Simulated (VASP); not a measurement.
## Rh: single point with r2SCAN

Rh:

```
Rh
1.0
     2.45788    0.00000    0.00000
    -1.22894    2.36510    0.00000
     0.00000    0.00000    4.42849
Rh
2
Direct
  0.66667 0.33333 0.75000
  0.33333 0.66667 0.25000
```

This cell differs from its parent crystal: strain -0.1000 x Voigt [1, 0, 0, 0, 0, 0].

| Item | Value |
| --- | --- |
| Program | VASP 6.6.1 |
| Task | single point |
| Functional | r2SCAN |
| Potentials or basis | VASP PAW PBE potentials, release 64 (Rh_pv) |
| Cutoff | 520 eV |
| k mesh | 18 × 18 × 12 |
| Occupations | gaussian, width 0.15 eV |
| Spin | no spin polarisation |
| Dipole correction | no |
| Further INCAR settings | ALGO = Normal; EDIFF = 1e-06; NBANDS = 22 |

```json
{"Pressure": "28.4 GPa", "Largest force": "0.291 eV/Å", "Band gap on the k mesh": "zero (band 15 reaches 14.14 eV, above the bottom of band 16 at 11.02 eV)"}
```

Forces in eV/Å, atoms in the order of the input:
```
Rh   0.000 -0.291  0.000
Rh   0.000  0.291  0.000
```

Stress tensor (GPa, compression positive):
```
62.66  0.00  0.00
 0.00 10.43  0.00
 0.00  0.00 12.07
```

Levels at points of the mesh, in eV from the Fermi level:
```csv
k point,band 13,band 14,band 15,band 16,band 17,band 18
"(0.00, 0.00, 0.00)",-2.01,-1.96,-1.42,-0.01,0.28,0.50
"(0.50, 0.00, 0.00)",-1.93,0.45,0.84,1.08,4.07,6.62
"(0.00, 0.50, 0.00)",-2.49,0.70,0.86,0.96,3.09,5.23
"(0.00, 0.00, 0.50)",-2.48,-2.48,-0.66,-0.66,-0.10,-0.10
"(0.50, 0.00, 0.50)",-0.27,-0.27,1.10,1.10,3.56,3.56
"(0.00, 0.50, 0.50)",-0.46,-0.46,0.87,0.87,2.47,2.47
```

Wall time 19 min on 1 thread of Oxide Virtual Turin-like Processor, with other jobs on the host, peak memory 0.34 GiB.

Caveat: the cell differs from its parent crystal (strain -0.1000 x Voigt [1, 0, 0, 0, 0, 0]); the PAW data sets were made with another functional, which shifts forces and pressure a little.
